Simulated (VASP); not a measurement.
Set up this calculation in VASP 6.6.1, as the native input.

```
Task                   : single point
Functional             : PBE
Potentials or basis    : VASP PAW PBE potentials, release 64 (Sn_d, O)
Cutoff                 : 520 eV
k mesh                 : 7 × 7 × 9
Occupations            : fermi-dirac, width 0.02 eV
Spin                   : no spin polarisation
Dipole correction      : no
Further INCAR settings : ALGO = Normal; EDIFF = 1e-06; NBANDS = 35
```

The structure of SnO2 (Cassiterite) lies in POSCAR:

```
SnO2
1.0
    4.7380000000      0.0000000000      0.0000000000
    0.0000000000      4.7380000000      0.0000000000
    0.0000000000      0.0000000000      3.2502300000
Sn O
2 4
Direct
    0.0000000000      0.0000000000      0.0000000000
    0.5000000000      0.5000000000      0.5000000000
    0.3062958963      0.3062958963      0.0000000000
    0.1937041037      0.8062958963      0.5000000000
    0.6937041037      0.6937041037      0.0000000000
    0.8062958963      0.1937041037      0.5000000000
```

This cell differs from its parent crystal: z stretched by +2 %, then relaxed in part.

The input as run:

INCAR

```
SYSTEM = SnO2
PREC = Accurate
ENCUT = 520
EDIFF = 1E-6
ISMEAR = -1
SIGMA = 0.02
LREAL = .False.
LASPH = .True.
NELM = 60
ALGO = Normal
ISIF = 2
LWAVE = .False.
LCHARG = .False.
GGA = PE
NBANDS = 35
```

KPOINTS

```
regular mesh
0
Gamma
  7 7 9
  0 0 0
```

Potentials or basis: VASP PAW PBE potentials, release 64 (Sn_d, O).

The run is started by

```sh
$ cat potpaw_PBE.64/Sn_d/POTCAR potpaw_PBE.64/O/POTCAR > POTCAR
$ mpirun -np 1 vasp_std > vasp.out
```

Results of the run:

The pressure is 6.4 GPa and the largest force is 0.011 eV/Å. The band gap on the k mesh is 0.96 eV, direct.

Caveat: the cell differs from its parent crystal (z stretched by +2 %, then relaxed in part); spin-orbit coupling is left out, which moves the levels of the heavy elements.

Run time: 36 s on 1 thread of Intel(R) Xeon(R) 6975P-C (Granite Rapids), on a shared host, peak memory 0.23 GiB.
